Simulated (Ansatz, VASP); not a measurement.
# Sn: VASP beside Ansatz

File INCAR:

```
SYSTEM = Sn
PREC     = Accurate       ! precision mode
ENCUT    = 600            ! plane-wave cutoff, eV
EDIFF    = 1E-6           ! SCF threshold, eV
ISMEAR   = -1             ! smearing method
SIGMA    = 0.05           ! smearing width, eV
LREAL    = .False.        ! projectors in reciprocal space
LASPH    = .True.         ! aspherical terms in the spheres
NELM     = 100            ! most SCF steps
ALGO     = Normal         ! electronic algorithm
ISIF     = 3              ! what is computed and relaxed
LWAVE    = .False.        ! write WAVECAR
LCHARG   = .False.        ! write CHGCAR
GGA      = PE             ! functional
IBRION   = 2              ! ionic algorithm
NSW      = 80             ! ionic steps
EDIFFG   = -0.01          ! ionic threshold
```

File KPOINTS:

```
Automatic mesh
0
Gamma
  7 7 7
  0 0 0
```

POSCAR

```
Sn
1.0
    0.0000000000      3.2333428000      3.2333428000
    3.2333428000      0.0000000000      3.2333428000
    3.2333428000      3.2333428000      0.0000000000
Sn
2
Direct
    0.7500000000      0.7500000000      0.7500000000
    0.5000000000      0.5000000000      0.5000000000
```

Contents of input.yaml:

```yaml
crystal:
  lattice:
    - [0.0, 3.2333428, 3.2333428]
    - [3.2333428, 0.0, 3.2333428]
    - [3.2333428, 3.2333428, 0.0]
  atoms:
    - { symbol: Sn, position: [0.75, 0.75, 0.75] }
    - { symbol: Sn, position: [0.5, 0.5, 0.5] }
kpoints:
  mp_grid: { grid: [7, 7, 7] }
scf:
  occupations: { method: fermi_dirac, width: 0.05 }
hamiltonian:
  xc: pbe
  pseudopotentials: { kind: all_electron, lapw: { basis_error: 0.001 } }
output:
  forces: true
  stress: true
relax:
  f_tol: 0.01
  max_steps: 60
  cell: {}
```

Alike in both runs: task relaxation of cell and atoms; functional PBE; k mesh 7 × 7 × 7; occupations fermi-dirac, width 0.05 eV; no spin polarisation.

```csv
,VASP,Ansatz
version,VASP 6.6.1,Ansatz 0.2.0
potentials or method,"VASP PAW PBE potentials, release 64 (Sn_d), cutoff 600 eV","all-electron LAPW, scalar-relativistic"
```

Ansatz gave:

```
relaxed volume (Å³/atom)                                        : 36.86
relaxed length of the cell vector where the two differ most in proportion (Å) : 4.706
```

**Question.** Which values does VASP return?

**Answer.** Relaxed volume (Å³/atom): 36.83; relaxed length of the cell vector where the two differ most in proportion (Å): 4.705.

Ansatz ran all-electron here, and VASP with PAW potentials.
